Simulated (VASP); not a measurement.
# Al3B2W (P4mm) in VASP: single point with PBE

Aim: the single point of Al3B2W with PBE.

Program: VASP 6.6.1. These are calculated values, not measurements. Logs are shortened: lines on timing, memory, paths and dates and some standing lists are left out, and cuts for length are marked.

## (1) The cell of the first run

It takes space group P4mm (No. 99, tetragonal). The conventional cell has a = 3.040 Å, b = 3.040 Å, c = 8.602 Å, α = 90.00°, β = 90.00°, γ = 90.00°. Within 3.2 Å of Al (site symmetry 4mm) lie 9 Al at 2.45 to 3.04 Å and 4 B at 2.53 Å. Al (site symmetry 4mm) has 5 B at 2.28 to 2.42 Å and 1 Al at 2.45 Å and 4 W at 2.79 Å within 3.0 Å. Al (site symmetry 4mm) has 1 W at 2.64 Å and 8 Al at 2.77 to 3.04 Å and 5 B at 3.03 to 3.08 Å within 3.5 Å. B (site symmetry 4mm) has 4 W at 2.21 Å and 1 Al at 2.28 Å within 2.9 Å. Within 3.2 Å of B (site symmetry 4mm) lie 9 Al at 2.42 to 3.08 Å and 1 W at 2.88 Å and 4 B at 3.04 Å. W (site symmetry 4mm) has 5 B at 2.21 to 2.88 Å and 5 Al at 2.64 to 2.79 Å within 2.9 Å.

## (2) Single point, PBE

Contents of INCAR:

```
SYSTEM = Al3B2W
ALGO     = Normal         ! electronic algorithm
EDIFF    = 1E-6           ! SCF threshold, eV
ENCUT    = 500            ! plane-wave cutoff, eV
GGA      = PE             ! functional
GGA_COMPAT= .FALSE.      
ISIF     = 2              ! what is computed and relaxed
ISMEAR   = 0              ! smearing method
LASPH    = .TRUE.         ! aspherical terms in the spheres
LCHARG   = .FALSE.        ! write CHGCAR
LREAL    = .FALSE.        ! projectors in reciprocal space
LWAVE    = .FALSE.        ! write WAVECAR
NBANDS   = 24             ! bands
NELM     = 120            ! most SCF steps
PREC     = Accurate       ! precision mode
SIGMA    = 0.2            ! smearing width, eV
```

Contents of KPOINTS:

```
k-points
0
G
  5 5 2
  0 0 0
```

Contents of POSCAR:

```
Al3B2W
1.0
    3.0403460796      0.0000000000      0.0000000000
    0.0000000000      3.0403460796      0.0000000000
    0.0000000000      0.0000000000      8.6023800262
Al B W
3 2 1
Direct
    0.0000000000      0.0000000000      0.6296348615
    0.0000000000      0.0000000000      0.3448579270
    0.5000000000      0.5000000000      0.8322641131
    0.0000000000      0.0000000000      0.0798868704
    0.5000000000      0.5000000000      0.4743630744
    0.5000000000      0.5000000000      0.1389931635
```

Potentials or basis: VASP PAW PBE potentials, release 64 (Al, B, W_sv).

Launch:

```sh
$ cat potpaw_PBE.64/Al/POTCAR potpaw_PBE.64/B/POTCAR potpaw_PBE.64/W_sv/POTCAR > POTCAR
$ mpirun -np 1 vasp_std > vasp.out
```

OUTCAR:

```text
SYSTEM = Al3B2W
   EDIFF = 1E-6
   ENCUT = 500
   GGA = PE
   ISIF = 2
   ISMEAR = 0
   LASPH = .TRUE.
   LREAL = .FALSE.
   NELM = 120
   PREC = Accurate

 ion  position               nearest neighbor table
   1  0.000  0.000  0.630-   2 2.45   5 2.53   5 2.53   5 2.53   5 2.53   3 2.77   3 2.77   3 2.77
                             3 2.77
   2  0.000  0.000  0.345-   4 2.28   5 2.42   5 2.42   5 2.42   5 2.42   1 2.45   6 2.79   6 2.79
                             6 2.79   6 2.79
   3  0.500  0.500  0.832-   6 2.64   1 2.77   1 2.77   1 2.77   1 2.77
   4  0.000  0.000  0.080-   6 2.21   6 2.21   6 2.21   6 2.21   2 2.28
   5  0.500  0.500  0.474-   2 2.42   2 2.42   2 2.42   2 2.42   1 2.53   1 2.53   1 2.53   1 2.53

   6  0.500  0.500  0.139-   4 2.21   4 2.21   4 2.21   4 2.21   3 2.64   2 2.79   2 2.79   2 2.79
                             2 2.79

  LATTYP: Found a simple tetragonal cell.
 ALAT       =     3.0403460796
 C/A-ratio  =     2.8294081664

  Lattice vectors:

 A1 = (   3.0403460796,   0.0000000000,   0.0000000000)
 A2 = (   0.0000000000,   3.0403460796,   0.0000000000)
 A3 = (   0.0000000000,   0.0000000000,   8.6023800262)

Analysis of symmetry for initial positions (statically):
=====================================================================
 Subroutine PRICEL returns:
 Original cell was already a primitive cell.

 Routine SETGRP: Setting up the symmetry group for a
 simple tetragonal supercell.

 Subroutine GETGRP returns: Found  8 space group operations
 (whereof  8 operations were pure point group operations)
 out of a pool of 16 trial point group operations.

The static configuration has the point symmetry C_4v.

Analysis of symmetry for dynamics (positions and initial velocities):
=====================================================================
 Subroutine PRICEL returns:
 Original cell was already a primitive cell.

 Routine SETGRP: Setting up the symmetry group for a
 simple tetragonal supercell.

 Subroutine GETGRP returns: Found  8 space group operations
 (whereof  8 operations were pure point group operations)
 out of a pool of 16 trial point group operations.

The dynamic configuration has the point symmetry C_4v.

 Subroutine INISYM returns: Found  8 space group operations
 (whereof  8 operations are pure point group operations),
 and found     1 'primitive' translations

----------------------------------------------------------------------------------------

                                     Primitive cell

  volume of cell :      79.5179

  direct lattice vectors                    reciprocal lattice vectors
     3.040346080  0.000000000  0.000000000     0.328909925  0.000000000  0.000000000
     0.000000000  3.040346080  0.000000000     0.000000000  0.328909925  0.000000000
     0.000000000  0.000000000  8.602380026     0.000000000  0.000000000  0.116246899

  length of vectors
     3.040346080  3.040346080  8.602380026     0.328909925  0.328909925  0.116246899

  position of ions in fractional coordinates (direct lattice)
     0.000000000  0.000000000  0.629634862
     0.000000000  0.000000000  0.344857927
     0.500000000  0.500000000  0.832264113
     0.000000000  0.000000000  0.079886870
     0.500000000  0.500000000  0.474363074
     0.500000000  0.500000000  0.138993163

  ion indices of the primitive-cell ions
   primitive index   ion index
                 1           1
                 2           2
                 3           3
                 4           4
                 5           5
                 6           6

----------------------------------------------------------------------------------------

 KPOINTS: k-points

Automatic generation of k-mesh.
 Grid dimensions read from file:
 generate k-points for:    5    5    2

 Generating k-lattice:

  Cartesian coordinates                     Fractional coordinates (reciprocal lattice)
     0.065781985  0.000000000  0.000000000     0.200000000  0.000000000  0.000000000
     0.000000000  0.065781985  0.000000000     0.000000000  0.200000000  0.000000000
     0.000000000  0.000000000  0.058123449     0.000000000  0.000000000  0.500000000

  Length of vectors
     0.065781985  0.065781985  0.058123449

  Shift w.r.t. Gamma in fractional coordinates (k-lattice)
     0.000000000  0.000000000  0.000000000

 Subroutine IBZKPT returns following result:
 ===========================================

 Found     12 irreducible k-points:

 Following reciprocal coordinates:
            Coordinates               Weight
  0.000000  0.000000  0.000000      1.000000
  0.200000  0.000000  0.000000      4.000000
  0.400000  0.000000  0.000000      4.000000
  0.200000  0.200000  0.000000      4.000000
  0.400000  0.200000  0.000000      8.000000
  0.400000  0.400000  0.000000      4.000000
  0.000000  0.000000  0.500000      1.000000
  0.200000  0.000000  0.500000      4.000000
  0.400000  0.000000  0.500000      4.000000
  0.200000  0.200000  0.500000      4.000000
  0.400000  0.200000  0.500000      8.000000
  0.400000  0.400000  0.500000      4.000000
   k-points           NKPTS =     12   k-points in BZ     NKDIM =     12   number of bands    NBANDS=     24
   number of dos      NEDOS =    301   number of ions     NIONS =      6
   total plane-waves  NPLWV =  36864
   dimension x,y,z NGX =    24 NGY =   24 NGZ =   64
   dimension x,y,z NGXF=    48 NGYF=   48 NGZF=  128
   ions per type =               3   2   1
   NGX,Y,Z   is equivalent  to a cutoff of  13.12, 13.12, 12.37 a.u.
   NGXF,Y,Z  is equivalent  to a cutoff of  26.25, 26.25, 24.74 a.u.
 SYSTEM =  Al3B2W
   PREC   = accura    normal or accurate (medium, high low for compatibility)
   ISTART =      0    job   : 0-new  1-cont  2-samecut
   ICHARG =      2    charge: 1-file 2-atom 10-const
   ISPIN  =      1    spin polarized calculation?
   LNONCOLLINEAR =      F non collinear calculations
   LSORBIT =      F    spin-orbit coupling
   LASPH  =      T    aspherical Exc in radial PAW
   ENCUT  =  500.0 eV  36.75 Ry    6.06 a.u.   5.54  5.54 15.68*2*pi/ulx,y,z
   NELM   =    120;   NELMIN=  2; NELMDL= -5     # of ELM steps
   EDIFF  = 0.1E-05   stopping-criterion for ELM
   LREAL  =      F    real-space projection
   EDIFFG = 0.1E-04   stopping-criterion for IOM
   NSW    =      0    number of steps for IOM
   IBRION =     -1    ionic relax: 0-MD 1-quasi-New 2-CG
   NFREE  =      0    steps in history (QN), initial steepest desc. (CG)
   ISIF   =      2    stress and relaxation
   ISYM   =      2    0-nonsym 1-usesym 2-fastsym
   POTIM  = 0.5000    time-step for ionic-motion
   TEBEG  =    0.0;   TEEND  =   0.0 temperature during run
   PSTRESS=    0.0 pullay stress
   NELECT =      29.0000    total number of electrons
   NUPDOWN=      -1.0000    fix difference up-down
   EMIN   =  10.00;   EMAX   =-10.00  energy-range for DOS
   EFERMI =   0.00;   METHOD = LEGACY
   ISMEAR =     0;   SIGMA  =   0.20  broadening in eV -4-tet -1-fermi 0-gaus
   EFERMI_NEDOS =   21; number of points for ismear=-14 and -15
   IALGO  =     38    algorithm
   IMIX   =      4    mixing-type and parameters
     AMIX     =   0.40;   BMIX     =  1.00
     AMIX_MAG =   1.60;   BMIX_MAG =  1.00
  volume/ion in A,a.u.               =      13.25        89.44
  Fermi-wavevector in a.u.,A,eV,Ry     =   1.169641  2.210301 18.613589  1.368060
  Thomas-Fermi vector in A             =   2.306111
   LORBIT       =      0    0 simple, 1 ext, 2 COOP (PROOUT), +10 PAW based schemes
   GGA     = PE    functional components
   LHFCALC =     F    Hartree Fock is set to
   AEXX    =    0.0000 exact exchange contribution
   IVDW    =     0    specifies the selected vdW correction
   LEPSILON=     F    determine dielectric tensor
   LRPA    =     F    only Hartree local field effects (RPA)
 non-spin polarized calculation
 Gauss-broadening in eV      SIGMA  =   0.20
  energy-cutoff  :      500.00
  volume of cell :       79.52
 maximum number of plane-waves:      2031
 NGX is ok and might be reduce to    24
   NGX = 11   NGY = 11   NGZ = 31

 number of electron      28.9999997 magnetization

 Free energy of the ion-electron system (eV)
  ---------------------------------------------------
  ext. energy  EPLUGINS =         0.00000000
  ---------------------------------------------------
  free energy    TOTEN  =       -35.73720493 eV

  energy without entropy =      -35.69278780  energy(sigma->0) =      -35.71499636

 E-fermi :   8.2770     XC(G=0): -11.2024

 val. band max:        8.2282887525   @ k =   0.4000   0.2000   0.0000
 cond. band min:       8.3573762071   @ k =   0.2000   0.2000   0.0000
 fundamental gap:      0.1290874547
 Fermi energy:         8.2770416771

 k-point     1 :       0.0000    0.0000    0.0000
  band No.  band energies     occupation
      1     -65.4388      2.00000
      2     -29.7636      2.00000
      3     -29.5612      2.00000
      4     -29.5612      2.00000
      5      -3.7695      2.00000
      6      -2.1656      2.00000
[... 16 lines left out ...]
     23      13.9260      0.00000
     24      14.5882      0.00000

 k-point     2 :       0.2000    0.0000    0.0000
  band No.  band energies     occupation
      1     -65.4332      2.00000
      2     -29.7503      2.00000
      3     -29.6927      2.00000
      4     -29.5464      2.00000
      5      -3.1113      2.00000
      6      -1.4320      2.00000
[... 16 lines left out ...]
     23      14.5630      0.00000
     24      15.8503      0.00000

 k-point     3 :       0.4000    0.0000    0.0000
  band No.  band energies     occupation
      1     -65.4241      2.00000
      2     -29.8996      2.00000
      3     -29.7286      2.00000
      4     -29.5224      2.00000
      5      -1.2759      2.00000
      6       0.5073      2.00000
[... 16 lines left out ...]
     23      15.6334      0.00000
     24      15.8258      0.00000
[... 190 lines left out ...]
 k-point    11 :       0.4000    0.2000    0.5000
  band No.  band energies     occupation
      1     -65.4185      2.00000
      2     -29.8826      2.00000
      3     -29.7158      2.00000
      4     -29.6515      2.00000
      5      -0.6392      2.00000
      6       0.3255      2.00000
[... 16 lines left out ...]
     23      14.2443      0.00000
     24      14.8645      0.00000

 k-point    12 :       0.4000    0.4000    0.5000
  band No.  band energies     occupation
      1     -65.4094      2.00000
      2     -29.8560      2.00000
      3     -29.8541      2.00000
      4     -29.6946      2.00000
      5      -0.1675      2.00000
      6       1.2224      2.00000
[... 16 lines left out ...]
     23      12.8857      0.00000
     24      13.7488      0.00000

------------------------ aborting loop because EDIFF is reached ----------------------------------------

  FORCE on cell =-STRESS in cart. coord.  units (eV):
  Direction    XX          YY          ZZ          XY          YZ          ZX
  --------------------------------------------------------------------------------------
  -------------------------------------------------------------------------------------
  Total        0.1053335      0.1053335      0.0680102      0.0000000      0.0000000     -0.0000000
  in kB        2.1223284      2.1223284      1.3703129      0.0000000      0.0000000     -0.0000000
  external PRESSURE =       1.8716566 kB  Pullay stress =       0.0000000 kB

 VOLUME and BASIS-vectors are now :
 -----------------------------------------------------------------------------
  energy-cutoff  :      500.00
  volume of cell :       79.52
      direct lattice vectors                 reciprocal lattice vectors
     3.040346080  0.000000000  0.000000000     0.328909925  0.000000000  0.000000000
     0.000000000  3.040346080  0.000000000     0.000000000  0.328909925  0.000000000
     0.000000000  0.000000000  8.602380026     0.000000000  0.000000000  0.116246899

 POSITION                                       TOTAL-FORCE (eV/Angst)
 -----------------------------------------------------------------------------------
      0.00000      0.00000      5.41636        -0.000000      0.000000      0.019579
      0.00000      0.00000      2.96660        -0.000000      0.000000     -0.008888
      1.52017      1.52017      7.15945        -0.000000      0.000000     -0.024710
      0.00000      0.00000      0.68722        -0.000000      0.000000      0.015994
      1.52017      1.52017      4.08065         0.000000      0.000000     -0.031529
      1.52017      1.52017      1.19567        -0.000000     -0.000000      0.029553
 -----------------------------------------------------------------------------------
    total drift:                                0.000000     -0.000000      0.000816

  FREE ENERGIE OF THE ION-ELECTRON SYSTEM (eV)
  ---------------------------------------------------
  free  energy   TOTEN  =       -35.7372049285 eV

  energy  without entropy=      -35.6927877957  energy(sigma->0) =      -35.71499636
```

It took 9.8 s on 1 thread of Intel Xeon 6975P-C (Granite Rapids), shared host; peak memory 0.19 GiB.

What came out:

- Free energy: -35.7372 eV
- Pressure: 0.2 GPa
- Largest force: 0.032 eV/Å

Forces in eV/Å, atoms in the order of the input:
```
Al   0.000  0.000  0.020
Al   0.000  0.000 -0.009
Al   0.000  0.000 -0.025
B    0.000  0.000  0.016
B    0.000  0.000 -0.032
W    0.000  0.000  0.030
```

Levels at points of the mesh, in eV from the Fermi level:
| k point | band 12 | band 13 | band 14 | band 15 | band 16 | band 17 |
| --- | --- | --- | --- | --- | --- | --- |
| (0.00, 0.00, 0.00) | -0.28 | 0.73 | 0.86 | 0.86 | 1.69 | 2.97 |
| (0.00, 0.00, 0.50) | -0.31 | 0.14 | 0.92 | 0.92 | 1.69 | 2.90 |

Caveat: the k points lie up to 0.41 Å⁻¹ apart; spin-orbit coupling is left out, which moves the levels of the heavy elements.
